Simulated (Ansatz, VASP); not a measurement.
# AlSe: VASP beside Ansatz

```
Al Se
1.0
     2.94331    0.00000    0.00000
    -1.47165    2.54898    0.00000
     0.00000    0.00000    5.18564
Al Se
1 1
Direct
  0.00000 0.00000 0.00000
  0.00000 0.00000 0.50000
```

Alike in both runs: functional PBE; k mesh 6 × 6 × 4; occupations gaussian, width 0.1 eV; no spin polarisation.

Ansatz relaxed the structure, and its values are those at the end. VASP's run is a single point on that final structure, the one shown.

|  | VASP | Ansatz |
| --- | --- | --- |
| version | VASP 6.6.1 | Ansatz 0.2.0 |
| potentials or method | VASP PAW PBE potentials, release 64 (Al, Se), cutoff 520 eV | scalar-relativistic, plane waves, PAW |
| valence electrons in the cell | 9 | 19 |

|  | VASP | Ansatz | Ansatz less VASP |
| --- | --- | --- | --- |
| gap on the k mesh at the Fermi level (eV) | none | none | - |
| pressure (GPa) | 0.1 | 0.1 | -0.02 |

A gap of «none» marks a metal or a gap that the smearing closes. VASP's potentials hold 9 valence electrons a cell and Ansatz's 19, so a difference there can come from the potentials and not from the codes.

The k mesh is coarse, so the values compare programs but aren't converged.
